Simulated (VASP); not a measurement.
# BeS (I-4m2) in VASP: further runs, part 2 of 2

VASP 6.6.1. Earlier steps stand in the parts before.

## 3. Single point, PBE (epitaxial xy strain -3.0%)

INCAR

```
PREC = Accurate ; ENCUT = 520
EDIFF = 1E-6 ; ISMEAR = 0
SIGMA = 0.01 ; LREAL = False
LASPH = True ; NELM = 60
ALGO = Normal ; ISIF = 2
LWAVE = False ; LCHARG = False
GGA = PE ; NBANDS = 11
```

KPOINTS

```
Automatic mesh
0
Gamma
  6 6 6
```

POSCAR

```
BeS
1.0
    0.0000000000      2.3612770434      2.4893639833
    2.3612770434      0.0000000000      2.4893639833
    2.3612770434      2.3612770434      0.0000000000
Be S
1 1
Direct
    0.0000000000      0.0000000000      0.0000000000
    0.2500000000      0.2500000000      0.2500000000
```

Potentials or basis: VASP PAW PBE potentials, release 64 (Be, S).

On the command line:

```sh
$ cat potpaw_PBE.64/Be/POTCAR potpaw_PBE.64/S/POTCAR > POTCAR
$ mpirun -np 1 vasp_std > vasp.out
```

OUTCAR:

```text
PREC = Accurate
   ENCUT = 520
   EDIFF = 1E-6
   ISMEAR = 0
   LREAL = False
   LASPH = True
   NELM = 60
   ISIF = 2
   GGA = PE

 ion  position               nearest neighbor table
   1  0.000  0.000  0.000-   2 2.08   2 2.08   2 2.08   2 2.08
   2  0.250  0.250  0.250-   1 2.08   1 2.08   1 2.08   1 2.08

  LATTYP: Found a body centered tetragonal cell.
 ALAT       =     3.3393500193
 C/A-ratio  =     1.4909272576

  Lattice vectors:

 A1 = (  -2.3612770434,   0.0000000000,   2.4893639833)
 A2 = (   2.3612770434,   0.0000000000,   2.4893639833)
 A3 = (   0.0000000000,   2.3612770434,  -2.4893639833)

Analysis of symmetry for initial positions (statically):
=====================================================================
 Subroutine PRICEL returns:
 Original cell was already a primitive cell.

 Routine SETGRP: Setting up the symmetry group for a
 body centered tetragonal supercell.

 Subroutine GETGRP returns: Found  8 space group operations
 (whereof  8 operations were pure point group operations)
 out of a pool of 16 trial point group operations.

The static configuration has the point symmetry D_2d.

Analysis of symmetry for dynamics (positions and initial velocities):
=====================================================================
 Subroutine PRICEL returns:
 Original cell was already a primitive cell.

 Routine SETGRP: Setting up the symmetry group for a
 body centered tetragonal supercell.

 Subroutine GETGRP returns: Found  8 space group operations
 (whereof  8 operations were pure point group operations)
 out of a pool of 16 trial point group operations.

The dynamic configuration has the point symmetry D_2d.

 Subroutine INISYM returns: Found  8 space group operations
 (whereof  8 operations are pure point group operations),
 and found     1 'primitive' translations

----------------------------------------------------------------------------------------

                                     Primitive cell
[... 119 lines left out ...]
   IVDW    =     0    specifies the selected vdW correction
   LEPSILON=     F    determine dielectric tensor
   LRPA    =     F    only Hartree local field effects (RPA)
 non-spin polarized calculation
 Gauss-broadening in eV      SIGMA  =   0.01
  energy-cutoff  :      520.00
  volume of cell :       27.76
 maximum number of plane-waves:       762
 NGX is ok and might be reduce to    28
   NGX = 13   NGY = 13   NGZ = 13

 number of electron       8.0000001 magnetization

 Free energy of the ion-electron system (eV)
  ---------------------------------------------------
  ext. energy  EPLUGINS =         0.00000000
  ---------------------------------------------------
  free energy    TOTEN  =        -9.97699389 eV

  energy without entropy =       -9.97699389  energy(sigma->0) =       -9.97699389

 E-fermi :   4.6864     XC(G=0):  -9.8448

 val. band max:        4.5709976270   @ k =   0.0000   0.0000   0.0000
 cond. band min:       7.3764733009   @ k =   0.5000   0.0000   0.5000
 fundamental gap:      2.8054756739
 Fermi energy:         4.6863929230

 k-point     1 :       0.0000    0.0000    0.0000
  band No.  band energies     occupation
      1      -9.4126      2.00000
      2       4.2521      2.00000
      3       4.5710      2.00000
      4       4.5710      2.00000
      5      10.1171      0.00000
      6      10.1171      0.00000
      7      10.1876      0.00000
      8      10.5638      0.00000
      9      16.6707      0.00000
     10      17.9328      0.00000
     11      19.5572      0.00000
[... 309 lines left out ...]
 k-point    24 :       0.5000    0.0000    0.3333
  band No.  band energies     occupation
      1      -7.2626      2.00000
      2      -0.2814      2.00000
      3       1.1271      2.00000
      4       1.9255      2.00000
      5       8.3615      0.00000
      6      10.5144      0.00000
      7      14.8545      0.00000
      8      15.9323      0.00000
      9      18.8720      0.00000
     10      19.9425      0.00000
     11      21.4423      0.00000

 [... further k-points ...]

------------------------ aborting loop because EDIFF is reached ----------------------------------------

  FORCE on cell =-STRESS in cart. coord.  units (eV):
  Direction    XX          YY          ZZ          XY          YZ          ZX
  --------------------------------------------------------------------------------------
  -------------------------------------------------------------------------------------
  Total        1.0892630      1.0892630      0.0948854      0.0000000     -0.0000000     -0.0000000
  in kB       62.8682049     62.8682049      5.4764322      0.0000000     -0.0000000     -0.0000000
  external PRESSURE =      43.7376140 kB  Pullay stress =       0.0000000 kB

 VOLUME and BASIS-vectors are now :
 -----------------------------------------------------------------------------
  energy-cutoff  :      520.00
  volume of cell :       27.76
      direct lattice vectors                 reciprocal lattice vectors
     0.000000000  2.361277043  2.489363983    -0.211749825  0.211749825  0.200854517
     2.361277043  0.000000000  2.489363983     0.211749825 -0.211749825  0.200854517
     2.361277043  2.361277043  0.000000000     0.211749825  0.211749825 -0.200854517

 POSITION                                       TOTAL-FORCE (eV/Angst)
 -----------------------------------------------------------------------------------
      0.00000      0.00000      0.00000         0.000000      0.000000      0.000000
      1.18064      1.18064      1.24468        -0.000000     -0.000000     -0.000000
 -----------------------------------------------------------------------------------
    total drift:                                0.000000      0.000000      0.000000

  FREE ENERGIE OF THE ION-ELECTRON SYSTEM (eV)
  ---------------------------------------------------
  free  energy   TOTEN  =        -9.9769938884 eV

  energy  without entropy=       -9.9769938884  energy(sigma->0) =       -9.97699389
```

Wall time 4.8 s (1 thread of Intel Xeon 6975P-C (Granite Rapids), shared host); peak memory 0.15 GiB.

Results:

| Item | Value |
| --- | --- |
| Free energy | -9.9770 eV |
| Pressure | 4.4 GPa |
| Band gap on the k mesh | 2.81 eV, indirect (least direct gap 5.55 eV) |

Levels at points of the mesh, in eV from the valence-band top:
```tsv
k point	band 1	band 2	band 3	band 4	band 5	band 6	band 7	band 8
(0.00, 0.00, 0.00)	-13.98	-0.32	0.00	0.00	5.55	5.55	5.62	5.99
(0.50, 0.00, 0.00)	-12.29	-6.07	-1.43	-0.92	5.24	6.45	6.70	11.25
(0.50, 0.50, 0.00)	-11.90	-5.50	-2.54	-2.54	3.24	5.11	12.88	12.88
(0.50, 0.00, 0.50)	-11.63	-5.14	-3.02	-2.93	2.81	4.63	12.60	12.89
```

Caveat: the cell differs from its parent crystal (epitaxial xy strain -3.0%).

## 4. Single point, PBE (epitaxial xy strain -2.0%)

INCAR

```
PREC     = Accurate       # precision mode
ENCUT    = 520            # plane-wave cutoff, eV
EDIFF    = 1E-6           # SCF threshold, eV
ISMEAR   = 0              # smearing method
SIGMA    = 0.01           # smearing width, eV
LREAL    = F              # projectors in reciprocal space
LASPH    = T              # aspherical terms in the spheres
NELM     = 80             # most SCF steps
ALGO     = Normal         # electronic algorithm
ISIF     = 2              # what is computed and relaxed
LWAVE    = F              # write WAVECAR
LCHARG   = T              # write CHGCAR
GGA      = PE             # functional
LELF     = T              # ELF
LVHAR    = T            
NBANDS   = 11             # bands
```

KPOINTS

```
regular mesh
0
Gamma
  6 6 6
```

POSCAR

```
BeS
1.0
    0.0000000000      2.3856201057      2.4713416898
    2.3856201057      0.0000000000      2.4713416898
    2.3856201057      2.3856201057      0.0000000000
Be S
1 1
Direct
    0.0000000000      0.0000000000      0.0000000000
    0.2500000000      0.2500000000      0.2500000000
```

On the command line:

```sh
$ cat potpaw_PBE.64/Be/POTCAR potpaw_PBE.64/S/POTCAR > POTCAR
$ mpirun -np 1 vasp_std > vasp.out
```

It took 5.3 s on 1 thread of Intel Xeon 6975P-C (Granite Rapids), shared host; peak memory 0.15 GiB.

Results (log left out):

| Quantity | Value |
| --- | --- |
| Free energy | -9.9951 eV |
| Pressure | 3.0 GPa |
| Band gap on the k mesh | 2.92 eV, indirect (least direct gap 5.59 eV) |

Stress tensor (GPa, compression positive):
```
4.21 0.00 0.00
0.00 4.21 0.00
0.00 0.00 0.52
```

Levels at points of the mesh, in eV from the valence-band top:
| k point | band 2 | band 3 | band 4 | band 5 | band 6 | band 7 |
| --- | --- | --- | --- | --- | --- | --- |
| (0.00, 0.00, 0.00) | -0.20 | 0.00 | 0.00 | 5.59 | 5.59 | 5.64 |
| (0.50, 0.00, 0.00) | -5.94 | -1.29 | -0.95 | 5.36 | 6.44 | 6.65 |
| (0.50, 0.50, 0.00) | -5.32 | -2.56 | -2.56 | 3.21 | 5.06 | 12.82 |
| (0.50, 0.00, 0.50) | -5.08 | -2.88 | -2.82 | 2.92 | 4.73 | 12.67 |

Caveat: the cell differs from its parent crystal (epitaxial xy strain -2.0%). A k mesh can miss the band edges.

## 5. Single point, PBE (epitaxial xy strain -1.0%)

INCAR

```
SYSTEM = BeS
ALGO = Normal ; EDIFF = 1E-7
ENCUT = 520 ; GGA = PE
ISIF = 2 ; ISMEAR = 0
LASPH = .TRUE. ; LCHARG = .TRUE.
LELF = .TRUE. ; LREAL = .FALSE.
LVHAR = .TRUE. ; LWAVE = .FALSE.
NBANDS = 11 ; NELM = 100
PREC = Accurate ; SIGMA = 0.01
```

KPOINTS

```
k-points
0
G
  6 6 6
  0 0 0
```

POSCAR

```
BeS
1.0
    0.0000000000      2.4099631680      2.4530041424
    2.4099631680      0.0000000000      2.4530041424
    2.4099631680      2.4099631680      0.0000000000
Be S
1 1
Direct
    0.0000000000      0.0000000000      0.0000000000
    0.2500000000      0.2500000000      0.2500000000
```

On the command line:

```sh
$ cat potpaw_PBE.64/Be/POTCAR potpaw_PBE.64/S/POTCAR > POTCAR
$ mpirun -np 1 vasp_std > vasp.out
```

Wall time 5.9 s (1 thread of Intel Xeon 6975P-C (Granite Rapids), shared host); peak memory 0.14 GiB.

The run converged. Its results:

```yaml
Free_energy: -10.0062 eV
Pressure: 1.7 GPa
Band_gap_on_the_k_mesh: 3.03 eV, indirect (least direct gap 5.63 eV)
```

Stress tensor (GPa, compression positive):
```
2.28 0.00 0.00
0.00 2.28 0.00
0.00 0.00 0.50
```

Levels at points of the mesh, in eV from the valence-band top:
```tsv
k point	band 1	band 2	band 3	band 4	band 5	band 6	band 7	band 8
(0.00, 0.00, 0.00)	-13.73	-0.10	0.00	0.00	5.63	5.63	5.65	5.86
(0.50, 0.00, 0.00)	-12.12	-5.83	-1.15	-0.99	5.43	6.48	6.61	11.18
(0.50, 0.50, 0.00)	-11.63	-5.14	-2.58	-2.58	3.17	4.99	12.75	12.75
(0.50, 0.00, 0.50)	-11.55	-5.02	-2.74	-2.71	3.03	4.83	12.70	12.79
```

Caveat: the cell differs from its parent crystal (epitaxial xy strain -1.0%).

## 6. Overview

```csv
cell,gap on the mesh (eV),pressure (GPa)
"a = 3.427, b = 3.427, c = 3.305 Å, angles 61.2, 61.2, 57.7°, 2 atoms",2.69,5.9
"a = 3.431, b = 3.431, c = 3.339 Å, angles 60.9, 60.9, 58.2°, 2 atoms",2.81,4.4
"a = 3.435, b = 3.435, c = 3.374 Å, angles 60.6, 60.6, 58.8°, 2 atoms",2.92,3.0
"a = 3.439, b = 3.439, c = 3.408 Å, angles 60.3, 60.3, 59.4°, 2 atoms",3.03,1.7
```

Alike in all rows: task single point; level PBE; potentials or basis VASP PAW PBE potentials, release 64 (Be, S); no spin polarisation; k mesh 6 × 6 × 6; cutoff (eV) 520; smearing gaussian 0.01 eV.

Absolute energies hang on the potentials; compare differences alone.
